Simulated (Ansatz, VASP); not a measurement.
## One calculation of Zr, two programs

File INCAR:

```
PREC = Accurate ; ENCUT = 520
EDIFF = 1E-7 ; ISMEAR = -1
SIGMA = 0.08 ; LREAL = False
LASPH = True ; NELM = 60
ALGO = Normal ; ISIF = 2
LWAVE = False ; LCHARG = False
GGA = PS ; NBANDS = 19
```

File KPOINTS:

```
Automatic mesh
0
Gamma
  13 13 7
```

Contents of POSCAR:

```
Zr
1.0
    3.2587101630      0.0000000000      0.0000000000
   -1.6293550814      2.8221257846      0.0000000000
    0.0000000000      0.0000000000      5.1895391192
Zr
2
Direct
    0.3333333333      0.6666666667      0.2500000000
    0.6666666667      0.3333333333      0.7500000000
```

Input for Ansatz:

```yaml
crystal:
  lattice:
    - [3.258710163, 0.0, 0.0]
    - [-1.6293550814, 2.8221257846, 0.0]
    - [0.0, 0.0, 5.1895391192]
  atoms:
    - { symbol: Zr, position: [0.3333333333, 0.6666666667, 0.25] }
    - { symbol: Zr, position: [0.6666666667, 0.3333333333, 0.75] }
kpoints:
  mp_grid: { grid: [13, 13, 7] }
scf:
  occupations: { method: fermi_dirac, width: 0.08 }
hamiltonian:
  xc: pbesol
  pseudopotentials: { kind: all_electron, lapw: { basis_error: 0.001 } }
output:
  forces: true
  stress: true
  eigenvalues: true
```

Change from the starting cell: volume scaled by 1.025.

Alike in both runs: task single point; functional PBEsol; k mesh 13 × 13 × 7; occupations fermi-dirac, width 0.08 eV; no spin polarisation.

```csv
,VASP,Ansatz
version,VASP 6.6.1,Ansatz 0.2.0
potentials or method,"VASP PAW PBE potentials, release 64 (Zr_sv), cutoff 520 eV","all-electron LAPW, scalar-relativistic"
```

|  | VASP | Ansatz | Ansatz less VASP |
| --- | --- | --- | --- |
| pressure (GPa) | -5.3 | -5.3 | -0.03 |
| traceless stress, the component that is largest in VASP (GPa) | 0.31 | 0.30 | -0.002 |

VASP's potentials were made for PBE, not for PBEsol. Ansatz ran all-electron here, and VASP with PAW potentials.
